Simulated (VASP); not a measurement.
# TaN (rocksalt type) (Fm-3m) in VASP: single point with LDA

Aim: the single point of TaN (rocksalt type) with LDA.

Everything below comes from runs of VASP 6.6.1. Logs are shortened: lines on timing, memory, paths and dates and some standing lists are left out, and cuts for length are marked.

## Step 1: The cell of the first run

It takes space group Fm-3m (No. 225, cubic). Conventional cell: a = 4.259 Å, b = 4.259 Å, c = 4.259 Å, α = 90.00°, β = 90.00°, γ = 90.00°. Within 2.8 Å of Ta (site symmetry m-3m) lie 6 N at 2.13 Å. N (site symmetry m-3m) has 6 Ta at 2.13 Å within 2.8 Å.

## Step 2: Single point, LDA (9.66 Å³/atom)

Contents of INCAR:

```
  ALGO = Normal
  EDIFF = 1E-6
  ENCUT = 700
  GGA = CA
  GGA_COMPAT = False
  ISIF = 2
  ISMEAR = -1
  LASPH = True
  LCHARG = False
  LREAL = False
  LWAVE = False
  NBANDS = 16
  NELM = 120
  PREC = Accurate
  SIGMA = 0.05
```

Contents of KPOINTS:

```
k-points
0
Gamma
  15 15 15
```

Contents of POSCAR:

```
TaN
1.0
    0.0000000000      2.1296230738      2.1296230738
    2.1296230738      0.0000000000      2.1296230738
    2.1296230738      2.1296230738      0.0000000000
Ta N
1 1
Direct
    0.0000000000      0.0000000000      0.0000000000
    0.5000000000      0.5000000000      0.5000000000
```

Potentials or basis: VASP PAW LDA potentials, release 64 (Ta_sv_GW, N).

Started as:

```console
$ cat potpaw_LDA.64/Ta_sv_GW/POTCAR potpaw_LDA.64/N/POTCAR > POTCAR
$ mpirun -np 1 vasp_std > vasp.out
```

OUTCAR:

```text
EDIFF = 1E-6
   ENCUT = 700
   GGA = CA
   ISIF = 2
   ISMEAR = -1
   LASPH = True
   LREAL = False
   NELM = 120
   PREC = Accurate

 ion  position               nearest neighbor table
   1  0.000  0.000  0.000-   2 2.13   2 2.13   2 2.13   2 2.13   2 2.13   2 2.13
   2  0.500  0.500  0.500-   1 2.13   1 2.13   1 2.13   1 2.13   1 2.13   1 2.13

  LATTYP: Found a face centered cubic cell.
 ALAT       =     4.2592461476

  Lattice vectors:

 A1 = (   0.0000000000,   2.1296230738,   2.1296230738)
 A2 = (   2.1296230738,   0.0000000000,   2.1296230738)
 A3 = (   2.1296230738,   2.1296230738,   0.0000000000)

Analysis of symmetry for initial positions (statically):
=====================================================================
 Subroutine PRICEL returns:
 Original cell was already a primitive cell.

 Routine SETGRP: Setting up the symmetry group for a
 face centered cubic supercell.

 Subroutine GETGRP returns: Found 48 space group operations
 (whereof 48 operations were pure point group operations)
 out of a pool of 48 trial point group operations.

The static configuration has the point symmetry O_h .

Analysis of symmetry for dynamics (positions and initial velocities):
=====================================================================
 Subroutine PRICEL returns:
 Original cell was already a primitive cell.

 Routine SETGRP: Setting up the symmetry group for a
 face centered cubic supercell.

 Subroutine GETGRP returns: Found 48 space group operations
 (whereof 48 operations were pure point group operations)
 out of a pool of 48 trial point group operations.

The dynamic configuration has the point symmetry O_h .

 Subroutine INISYM returns: Found 48 space group operations
 (whereof 48 operations are pure point group operations),
 and found     1 'primitive' translations

----------------------------------------------------------------------------------------

                                     Primitive cell

  volume of cell :      19.3169

  direct lattice vectors                    reciprocal lattice vectors
     0.000000000  2.129623074  2.129623074    -0.234783331  0.234783331  0.234783331
     2.129623074  0.000000000  2.129623074     0.234783331 -0.234783331  0.234783331
     2.129623074  2.129623074  0.000000000     0.234783331  0.234783331 -0.234783331

  length of vectors
     3.011741834  3.011741834  3.011741834     0.406656659  0.406656659  0.406656659

  position of ions in fractional coordinates (direct lattice)
     0.000000000  0.000000000  0.000000000
     0.500000000  0.500000000  0.500000000

  ion indices of the primitive-cell ions
   primitive index   ion index
                 1           1
                 2           2

----------------------------------------------------------------------------------------

 KPOINTS: k-points

Automatic generation of k-mesh.
 Grid dimensions read from file:
 generate k-points for:   15   15   15

 Generating k-lattice:

  Cartesian coordinates                     Fractional coordinates (reciprocal lattice)
    -0.015652222  0.015652222  0.015652222     0.066666667  0.000000000  0.000000000
     0.015652222 -0.015652222  0.015652222     0.000000000  0.066666667  0.000000000
     0.015652222  0.015652222 -0.015652222     0.000000000  0.000000000  0.066666667

  Length of vectors
     0.027110444  0.027110444  0.027110444

  Shift w.r.t. Gamma in fractional coordinates (k-lattice)
     0.000000000  0.000000000  0.000000000

 Subroutine IBZKPT returns following result:
 ===========================================

 Found    120 irreducible k-points:

 Following reciprocal coordinates:
            Coordinates               Weight
  0.000000  0.000000  0.000000      1.000000
  0.066667  0.000000  0.000000      8.000000
  0.133333  0.000000  0.000000      8.000000
  0.200000  0.000000  0.000000      8.000000
  0.266667  0.000000  0.000000      8.000000
  0.333333  0.000000  0.000000      8.000000
[... 16 lines left out ...]
  0.133333  0.133333  0.000000      6.000000
  0.200000  0.133333  0.000000     24.000000
 [... further k-points ...]
   k-points           NKPTS =    120   k-points in BZ     NKDIM =    120   number of bands    NBANDS=     16
   number of dos      NEDOS =    301   number of ions     NIONS =      2
   total plane-waves  NPLWV =  21952
   dimension x,y,z NGX =    28 NGY =   28 NGZ =   28
   dimension x,y,z NGXF=    56 NGYF=   56 NGZF=   56
   ions per type =               1   1
   NGX,Y,Z   is equivalent  to a cutoff of  15.46, 15.46, 15.46 a.u.
   NGXF,Y,Z  is equivalent  to a cutoff of  30.91, 30.91, 30.91 a.u.
 SYSTEM =  unknown system
   PREC   = accura    normal or accurate (medium, high low for compatibility)
   ISTART =      0    job   : 0-new  1-cont  2-samecut
   ICHARG =      2    charge: 1-file 2-atom 10-const
   ISPIN  =      1    spin polarized calculation?
   LNONCOLLINEAR =      F non collinear calculations
   LSORBIT =      F    spin-orbit coupling
   LASPH  =      T    aspherical Exc in radial PAW
   ENCUT  =  700.0 eV  51.45 Ry    7.17 a.u.   6.50  6.50  6.50*2*pi/ulx,y,z
   NELM   =    120;   NELMIN=  2; NELMDL= -5     # of ELM steps
   EDIFF  = 0.1E-05   stopping-criterion for ELM
   LREAL  =      F    real-space projection
[... 7 lines left out ...]
   TEBEG  =    0.0;   TEEND  =   0.0 temperature during run
   PSTRESS=    0.0 pullay stress
   NELECT =      18.0000    total number of electrons
   NUPDOWN=      -1.0000    fix difference up-down
   EMIN   =  10.00;   EMAX   =-10.00  energy-range for DOS
   EFERMI =   0.00;   METHOD = LEGACY
   ISMEAR =    -1;   SIGMA  =   0.05  broadening in eV -4-tet -1-fermi 0-gaus
   EFERMI_NEDOS =   21; number of points for ismear=-14 and -15
   IALGO  =     38    algorithm
   IMIX   =      4    mixing-type and parameters
     AMIX     =   0.40;   BMIX     =  1.00
     AMIX_MAG =   1.60;   BMIX_MAG =  1.00
  volume/ion in A,a.u.               =       9.66        65.18
  Fermi-wavevector in a.u.,A,eV,Ry     =   1.599016  3.021703 34.788104  2.556854
  Thomas-Fermi vector in A             =   2.696375
   LORBIT       =      0    0 simple, 1 ext, 2 COOP (PROOUT), +10 PAW based schemes
   GGA     = CA    functional components
   LHFCALC =     F    Hartree Fock is set to
   AEXX    =    0.0000 exact exchange contribution
   IVDW    =     0    specifies the selected vdW correction
   LEPSILON=     F    determine dielectric tensor
   LRPA    =     F    only Hartree local field effects (RPA)
 non-spin polarized calculation
  energy-cutoff  :      700.00
  volume of cell :       19.32
 maximum number of plane-waves:       869
 NGX is ok and might be reduce to    28
   NGX = 13   NGY = 13   NGZ = 13

 number of electron      18.0000000 magnetization

 Free energy of the ion-electron system (eV)
  ---------------------------------------------------
  ext. energy  EPLUGINS =         0.00000000
  ---------------------------------------------------
  free energy    TOTEN  =       -26.56851572 eV

  energy without entropy =      -26.56385075  energy(sigma->0) =      -26.56618324

 E-fermi :  15.0246     XC(G=0): -14.6285

 val. band max:       15.0028799208   @ k =   0.2667   0.0667   0.0000
 cond. band min:      15.0603368775   @ k =   0.0000   0.0000   0.0000
 fundamental gap:      0.0574569567
 Fermi energy:        15.0246334255

 k-point     1 :       0.0000    0.0000    0.0000
  band No.  band energies     occupation
      1     -53.9484      2.00000
      2     -20.3305      2.00000
      3     -20.3305      2.00000
      4     -20.3305      2.00000
      5      -4.3428      2.00000
      6      10.9949      2.00000
[... 8 lines left out ...]
     15      24.2864      0.00000
     16      41.2301      0.00000

 k-point     2 :       0.0667    0.0000    0.0000
  band No.  band energies     occupation
      1     -53.9443      2.00000
      2     -20.3900      2.00000
      3     -20.3355      2.00000
      4     -20.3355      2.00000
      5      -4.2101      2.00000
      6      10.3806      2.00000
[... 8 lines left out ...]
     15      24.6597      0.00000
     16      39.3336      0.00000

 k-point     3 :       0.1333    0.0000    0.0000
  band No.  band energies     occupation
      1     -53.9330      2.00000
      2     -20.5550      2.00000
      3     -20.3495      2.00000
      4     -20.3495      2.00000
      5      -3.8303      2.00000
      6       9.1916      2.00000
[... 8 lines left out ...]
     15      25.6921      0.00000
     16      36.7593      0.00000

 k-point     4 :       0.2000    0.0000    0.0000
  band No.  band energies     occupation
      1     -53.9163      2.00000
      2     -20.7895      2.00000
      3     -20.3700      2.00000
      4     -20.3700      2.00000
      5      -3.2529      2.00000
      6       7.8856      2.00000
[... 8 lines left out ...]
     15      27.0937      0.00000
     16      34.5119      0.00000

 k-point     5 :       0.2667    0.0000    0.0000
  band No.  band energies     occupation
      1     -53.8972      2.00000
      2     -21.0475      2.00000
      3     -20.3934      2.00000
      4     -20.3934      2.00000
      5      -2.5480      2.00000
      6       6.6167      2.00000
[... 8 lines left out ...]
     15      28.1614      0.00000
     16      33.3094      0.00000

 k-point     6 :       0.3333    0.0000    0.0000
  band No.  band energies     occupation
      1     -53.8789      2.00000
      2     -21.2841      2.00000
      3     -20.4156      2.00000
      4     -20.4156      2.00000
      5      -1.7992      2.00000
      6       5.4719      2.00000
[... 8 lines left out ...]
     15      28.1923      0.00000
     16      31.0022      0.00000
[... 267 lines left out ...]
 k-point    21 :      -0.1333    0.0667    0.0000
  band No.  band energies     occupation
      1     -53.9248      2.00000
      2     -20.6480      2.00000
      3     -20.4014      2.00000
      4     -20.3418      2.00000
      5      -3.5618      2.00000
      6       8.4403      2.00000
[... 8 lines left out ...]
     15      26.4132      0.00000
     16      34.9183      0.00000

 k-point    22 :      -0.0667    0.0667    0.0000
  band No.  band energies     occupation
      1     -53.9378      2.00000
      2     -20.4713      2.00000
      3     -20.3669      2.00000
      4     -20.3331      2.00000
      5      -3.9981      2.00000
      6       9.5706      2.00000
[... 8 lines left out ...]
     15      25.2504      0.00000
     16      37.4886      0.00000

 k-point    23 :       0.1333    0.1333    0.0000
  band No.  band energies     occupation
      1     -53.9279      2.00000
      2     -20.5400      2.00000
      3     -20.3991      2.00000
      4     -20.3991      2.00000
      5      -3.7098      2.00000
      6       8.1597      2.00000
[... 8 lines left out ...]
     15      26.1340      0.00000
     16      36.6387      0.00000

 k-point    24 :       0.2000    0.1333    0.0000
  band No.  band energies     occupation
      1     -53.9155      2.00000
      2     -20.6903      2.00000
      3     -20.4323      2.00000
      4     -20.4192      2.00000
      5      -3.3462      2.00000
      6       7.3616      2.00000
[... 8 lines left out ...]
     15      27.2192      0.00000
     16      34.5575      0.00000

 [... further k-points ...]

------------------------ aborting loop because EDIFF is reached ----------------------------------------

  FORCE on cell =-STRESS in cart. coord.  units (eV):
  Direction    XX          YY          ZZ          XY          YZ          ZX
  --------------------------------------------------------------------------------------
  -------------------------------------------------------------------------------------
  Total        3.3991452      3.3991452      3.3991452      0.0000000      0.0000000      0.0000000
  in kB      281.9305063    281.9305063    281.9305063      0.0000000      0.0000000      0.0000000
  external PRESSURE =     281.9305063 kB  Pullay stress =       0.0000000 kB

 VOLUME and BASIS-vectors are now :
 -----------------------------------------------------------------------------
  energy-cutoff  :      700.00
  volume of cell :       19.32
      direct lattice vectors                 reciprocal lattice vectors
     0.000000000  2.129623074  2.129623074    -0.234783331  0.234783331  0.234783331
     2.129623074  0.000000000  2.129623074     0.234783331 -0.234783331  0.234783331
     2.129623074  2.129623074  0.000000000     0.234783331  0.234783331 -0.234783331

 POSITION                                       TOTAL-FORCE (eV/Angst)
 -----------------------------------------------------------------------------------
      0.00000      0.00000      0.00000        -0.000000     -0.000000      0.000000
      2.12962      2.12962      2.12962         0.000000      0.000000     -0.000000
 -----------------------------------------------------------------------------------
    total drift:                                0.000000      0.000000      0.000000

  FREE ENERGIE OF THE ION-ELECTRON SYSTEM (eV)
  ---------------------------------------------------
  free  energy   TOTEN  =       -26.5685157248 eV

  energy  without entropy=      -26.5638507517  energy(sigma->0) =      -26.56618324
```

Run time: 47 s. Hardware: 1 thread of Intel Xeon Platinum 8259CL at 2.50GHz (Skylake/Cascade Lake), shared host; peak memory 0.2 GiB.

Results:

- Free energy: -26.5685 eV
- Pressure: 28.2 GPa
- Band gap on the k mesh: zero (bands 9 and 10 overlap by 4.51 eV)

Caveat: the cell stands under pressure; spin-orbit coupling is left out, which moves the levels of the heavy elements.

The gap in the log of VASP goes by the Fermi energy; the results here count the filled bands.